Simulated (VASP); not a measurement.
Write the native input for VASP 6.6.1 that does the following.

* Task: single point
* Functional: LDA
* Potentials or basis: VASP PAW LDA potentials, release 64 (Ru_pv, C)
* Cutoff: 520 eV
* k mesh: 4 × 3 × 4
* Occupations: gaussian, width 0.1 eV
* Spin: no spin polarisation
* Dipole correction: no
* Further INCAR settings: ALGO = Normal; EDIFF = 1e-07; NBANDS = 98

The structure of Ru12C (a cell with a defect) lies in POSCAR:

```
Ru12C
1.0
    5.4000000000      0.0000000000      0.0000000000
   -4.0500000000      7.0148060000      0.0000000000
    0.0000000000      0.0000000000      4.2768000000
Ru C
12 1
Direct
    0.0029632220      0.0029568886      0.0186344931
    0.2033773766      0.2689727984      0.4817204452
   -0.0055017758      0.3356909657     -0.0016809297
    0.1403725231      0.5480073148      0.5021020389
   -0.0004586012      0.6636169268      0.0010147774
    0.1822209480      0.8718148442      0.4928773850
    0.5022950552     -0.0023520251     -0.0003158904
    0.6633737013      0.2153338239      0.4984322391
    0.5134761202      0.3378419874     -0.0022388234
    0.6794336241      0.5577695235      0.5016610550
    0.4887802161      0.6578402881     -0.0008398803
    0.6242516315      0.8639078543      0.4925787972
    0.0084273381      0.0161374384      0.5447367190
```

One way to write it, as run:

INCAR

```
ALGO = Normal
EDIFF = 1E-7
ENCUT = 520
ISIF = 2
ISMEAR = 0
LASPH = T
LCHARG = F
LREAL = F
LWAVE = F
NBANDS = 98
NELM = 60
PREC = Accurate
SIGMA = 0.1
```

KPOINTS

```
k-points
0
Gamma
  4 3 4
```

Potentials or basis: VASP PAW LDA potentials, release 64 (Ru_pv, C).

The run is started by

```bash
$ cat potpaw_LDA.64/Ru_pv/POTCAR potpaw_LDA.64/C/POTCAR > POTCAR
$ mpirun -np 1 vasp_std > vasp.out
```

Results of the run:

The pressure is 13.2 GPa, the largest force is 1.035 eV/Å and the band gap on the k mesh is zero (band 86 reaches 13.72 eV, above the bottom of band 87 at 13.08 eV).

Caveat: the k points lie up to 0.37 Å⁻¹ apart.

Run time: 14 min on 1 thread of AMD EPYC 7R43 64-Core Processor (Zen 3), on a shared host, peak memory 0.36 GiB.
